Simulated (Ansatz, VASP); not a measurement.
CdSe in VASP and in Ansatz

File INCAR:

```
SYSTEM = CdSe
PREC     = Accurate       ! precision mode
ENCUT    = 500            ! plane-wave cutoff, eV
EDIFF    = 1E-6           ! SCF threshold, eV
ISMEAR   = 0              ! smearing method
SIGMA    = 0.01           ! smearing width, eV
LREAL    = .FALSE.        ! projectors in reciprocal space
LASPH    = .TRUE.         ! aspherical terms in the spheres
NELM     = 120            ! most SCF steps
ALGO     = Normal         ! electronic algorithm
ISIF     = 2              ! what is computed and relaxed
LWAVE    = .FALSE.        ! write WAVECAR
LCHARG   = .FALSE.        ! write CHGCAR
GGA      = PS             ! functional
NBANDS   = 16             ! bands
GGA_COMPAT= .FALSE.
```

KPOINTS

```
Automatic mesh
0
G
  8 8 8
  0 0 0
```

Contents of POSCAR:

```
CdSe
1.0
    0.0000000000      3.0250000000      3.0250000000
    3.0250000000      0.0000000000      3.0250000000
    3.0250000000      3.0250000000      0.0000000000
Cd Se
1 1
Direct
    0.0000000000      0.0000000000      0.0000000000
    0.2500000000      0.2500000000      0.2500000000
```

Input for Ansatz:

```yaml
crystal:
  lattice:
    - [0.0, 3.025, 3.025]
    - [3.025, 0.0, 3.025]
    - [3.025, 3.025, 0.0]
  atoms:
    - { symbol: Cd, position: [0.0, 0.0, 0.0] }
    - { symbol: Se, position: [0.25, 0.25, 0.25] }
basis:
  ecutwfc: 420
kpoints:
  mp_grid: { grid: [8, 8, 8] }
  band_path:
    path:
      - [0.0, 0.0, 0.0]
      - [0.0, 0.0, 0.0]
      - [0.0, 0.0, 0.0]
      - [0.0, 0.0, 0.0]
      - [0.0, 0.0, 0.0]
      - [0.0, 0.0, 0.0]
      - [0.0, 0.0, 0.0]
      - [0.0, 0.0, 0.0]
      - [0.0, 0.0, 0.0]
      - [0.0, 0.0, 0.0]
      - [0.0, 0.0, 0.0]
      - [0.0, 0.0, 0.0]
      - [0.0, 0.0, 0.0]
      - [0.0, 0.0, 0.0]
      - [0.0, 0.0, 0.0]
      - [0.0, 0.0, 0.0]
      - [0.0, 0.0, 0.0]
      - [0.0, 0.0, 0.0]
      - [0.0, 0.0, 0.0]
      - [0.0, 0.0, 0.0]
      - [0.0, 0.0, 0.0]
      - [0.0, 0.0, 0.0]
      - [0.0, 0.0, 0.0]
      - [0.0, 0.0, 0.0]
      - [0.0, 0.0, 0.0]
      - [0.0, 0.0, 0.0]
      - [0.3, 0.3, 0.0]
      - [0.3166666667, 0.3166666667, 0.0]
      - [0.3333333333, 0.3333333333, 0.0]
      - [0.35, 0.35, 0.0]
      - [0.3666666667, 0.3666666667, 0.0]
      - [0.3833333333, 0.3833333333, 0.0]
      - [0.4, 0.4, 0.0]
      - [0.4166666667, 0.4166666667, 0.0]
      - [0.4333333333, 0.4333333333, 0.0]
      - [0.45, 0.45, 0.0]
      - [0.4666666667, 0.4666666667, 0.0]
      - [0.4833333333, 0.4833333333, 0.0]
      - [0.5, 0.5, 0.0]
      - [0.5, 0.5, 0.5]
      - [0.5, 0.5, 0.5]
      - [0.5, 0.5, 0.5]
      - [0.5, 0.5, 0.5]
      - [0.5, 0.5, 0.5]
      - [0.5, 0.5, 0.5]
      - [0.5, 0.5, 0.5]
      - [0.5, 0.5, 0.5]
      - [0.5, 0.5, 0.5]
      - [0.5, 0.5, 0.5]
      - [0.5, 0.5, 0.5]
      - [0.5, 0.5, 0.5]
      - [0.5, 0.5, 0.5]
    npoints: 1
hamiltonian:
  xc: pbesol
  pseudopotentials: { kind: paw, azcp: { folder: soft_1 } }
scf:
  occupations: { method: fixed }
  n_extra_bands: 5
output:
  eigenvalues: true
```

Alike in both runs: task single point; functional PBEsol; k mesh 8 × 8 × 8; no spin polarisation.

|  | VASP | Ansatz |
| --- | --- | --- |
| version | VASP 6.6.1 | Ansatz 0.2.0 |
| potentials or method | VASP PAW PBE potentials, release 64 (Cd, Se), cutoff 500 eV | scalar-relativistic, plane waves, PAW |
| occupations | gaussian, width 0.01 eV | fixed |
| valence electrons in the cell | 18 | 36 |

```tsv
	VASP	Ansatz	Ansatz less VASP
gap on the k mesh at the Fermi level (eV)	0.51	0.51	-0.003
least direct gap on the mesh (eV)	0.51	0.51	-0.003
```

VASP's potentials were made for PBE, not for PBEsol, and Ansatz warns of the same on its side. VASP's potentials hold 18 valence electrons a cell and Ansatz's 36, so a difference there can come from the potentials and not from the codes.
